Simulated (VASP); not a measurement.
Input of a VASP 6.6.1 run:

Contents of INCAR:

```
SYSTEM = HC16
PREC = Accurate
ENCUT = 520
EDIFF = 1E-6
ISMEAR = 0
SIGMA = 0.05
LREAL = Auto
LASPH = .True.
NELM = 100
ALGO = Normal
ISIF = 2
LWAVE = .False.
LCHARG = .False.
GGA = PE
NBANDS = 46
NELECT = 64.0
```

File KPOINTS:

```
Automatic mesh
0
Gamma
  3 3 3
  0 0 0
```

The input POSCAR:

```
HC16
1.0
    0.0000000000      3.5700000000      3.5700000000
    3.5700000000      0.0000000000      3.5700000000
    3.5700000000      3.5700000000      0.0000000000
C H
16 1
Direct
    0.0361330532     -0.0322521008     -0.0005605042
    0.1268474790      0.1094099440      0.1297480392
    0.0074417367     -0.0208747899      0.5032140056
    0.1448551821      0.1052481793      0.6158907563
    0.0013620448      0.4840690476      0.0020326331
    0.1269907563      0.6052313725      0.1297316527
    0.0074347339      0.4815946779      0.5032145658
    0.1308120448      0.6061347339      0.6285103641
    0.4980009804     -0.0195668067      0.0057077031
    0.5976806723      0.1160515406      0.1413960784
    0.5136134454     -0.0234960784      0.5046394958
    0.6316939776      0.1070654062      0.6287127451
    0.4981558824      0.4870892157      0.0056460784
    0.6273550420      0.6064704482      0.1312133053
    0.5048978992      0.4811833333      0.5043060224
    0.6316837535      0.6039504202      0.6286686275
    0.8243939776      1.1246228291     -0.1043533613
```

Potentials or basis: VASP PAW PBE potentials, release 64 (C, H).

The run is started by

```sh
$ cat potpaw_PBE.64/C/POTCAR potpaw_PBE.64/H/POTCAR > POTCAR
$ mpirun -np 1 vasp_std > vasp.out
```

Task: Estimate the largest force.

Result: 0.039 eV/Å.

Forces on the atoms (eV/Å):
```
C    0.037  0.014  0.000
C    0.010  0.014  0.017
C   -0.006 -0.019  0.029
C   -0.002 -0.028  0.022
C   -0.018  0.028 -0.006
C   -0.013  0.032 -0.015
C   -0.024 -0.001  0.003
C   -0.025  0.018 -0.004
C    0.033 -0.016  0.009
C    0.017 -0.004  0.018
C   -0.009 -0.030  0.018
C    0.027 -0.007  0.012
C   -0.013  0.002 -0.032
C   -0.001  0.002 -0.022
C   -0.006  0.013 -0.016
C   -0.016  0.016 -0.024
H    0.007 -0.032 -0.010
```

Caveat: the k points lie up to 0.51 Å⁻¹ apart; the cell carries a net charge on a neutralising background, which shifts energy and pressure.
